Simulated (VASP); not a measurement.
HfNb3O3: single point with r2SCAN

Crystal: HfNb3O3.

```xyz
7
Lattice="4.4316 0.0000 0.0000 0.0000 4.4316 0.0000 0.0000 0.0000 4.4316" Properties=species:S:1:pos:R:3 pbc="T T T"
Hf    2.2158    2.2158    2.2158
Nb    0.0000    2.2158    0.0000
Nb    0.0000    0.0000    2.2158
Nb    2.2158    0.0000    0.0000
O     2.2158    0.0000    2.2158
O     2.2158    2.2158    0.0000
O     0.0000    2.2158    2.2158
```

```
Program             : VASP 6.6.1
Task                : single point
Functional          : r2SCAN
Potentials or basis : VASP PAW PBE potentials, release 64 (Hf_pv, Nb_sv, O)
Cutoff              : 660 eV
k mesh              : 8 × 8 × 8
Occupations         : gaussian, width 0.1 eV
Spin                : no spin polarisation
```

```json
{"Pressure": "-4.7 GPa", "Band gap on the k mesh": "zero (an odd number of electrons rules out a gap without spin polarisation)"}
```

Levels at points of the mesh, in eV from the Fermi level:
| k point | band 32 | band 33 | band 34 | band 35 | band 36 | band 37 |
| --- | --- | --- | --- | --- | --- | --- |
| (0.00, 0.00, 0.00) | -1.15 | -1.15 | -1.15 | 0.61 | 1.06 | 1.06 |
| (0.50, 0.00, 0.00) | -1.46 | -0.65 | -0.65 | 0.20 | 1.40 | 1.40 |
| (0.50, 0.50, 0.00) | -0.49 | 0.09 | 0.09 | 0.52 | 0.91 | 1.02 |
| (0.50, 0.50, 0.50) | 0.57 | 1.47 | 1.47 | 1.96 | 1.96 | 1.96 |

Wall time 17 min on 1 thread of Intel Xeon 8259CL, with other jobs on the host, peak memory 0.37 GiB.

Caveat: the cell stands under tension; the PAW data sets were made with another functional, which shifts forces and pressure a little; spin-orbit coupling is left out, which moves the levels of the heavy elements; an odd number of electrons without spin polarisation forces a metal; a magnetic or distorted state may lie lower.
